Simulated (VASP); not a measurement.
Runs of VASP 6.6.1 on Li2S. The structure is that of space group Fm-3m (No. 225), or close to it. The cells are those of the table. 

| cell | gap on the mesh (eV) | pressure (GPa) |
| --- | --- | --- |
| a = 3.950 Å, angles 60.0°, 3 atoms | 3.35 | (c) |
| a = 4.127 Å, angles 60.0°, 3 atoms | 3.42 | -2.7 |
| a = 3.987 Å, angles 60.0°, 3 atoms | 3.37 | 1.4 |
| a = 4.023 Å, angles 60.0°, 3 atoms | 3.39 | (a) |
| a = 4.058 Å, angles 60.0°, 3 atoms | (b) | -0.8 |

Alike in all rows: task single point; level PBE; potentials or basis VASP PAW PBE potentials, release 64 (Li_sv, S); no spin polarisation; k mesh 6 × 6 × 6; cutoff (eV) 750; smearing methfessel-paxton 0.02 eV.

Problem. Estimate the missing entries.

Solution. (a) 0.2; (b) 3.40; (c) 2.8.

A k mesh can miss the band edges.
